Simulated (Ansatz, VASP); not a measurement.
**One calculation of Mg2O, two programs**

```
Mg O
1.0
     1.53625    0.88695    5.01315
    -1.53625    0.88695    5.01315
     0.00000   -1.77391    5.01315
Mg O
2 1
Direct
  0.74934 0.74934 0.74934
  0.25066 0.25066 0.25066
  0.00000 0.00000 0.00000
```

Alike in both runs: functional PBE; k mesh 7 × 7 × 7; occupations gaussian, width 0.2 eV; no spin polarisation.

Ansatz relaxed the structure, and its values are those at the end. VASP's run is a single point on that final structure, the one shown.

```csv
,VASP,Ansatz
version,VASP 6.6.1,Ansatz 0.2.0
potentials or method,"VASP PAW PBE potentials, release 64 (Mg, O), cutoff 520 eV","scalar-relativistic, plane waves, PAW"
valence electrons in the cell,10,26
```

Ansatz gave:

| Item | Value |
| --- | --- |
| gap on the k mesh at the Fermi level (eV) | none |
| pressure (GPa) | 0.5 |
| rms of the force components (eV/Å) | 0.023 |

Task: Which values does VASP return?

Result: gap on the k mesh at the Fermi level (eV): none; pressure (GPa): 0.0; rms of the force components (eV/Å): 0.017.

A gap of «none» marks a metal or a gap that the smearing closes. With one functional, cell and mesh, what is left measures potentials, basis and numerics. VASP's potentials hold 10 valence electrons a cell and Ansatz's 26, so a difference there can come from the potentials and not from the codes.
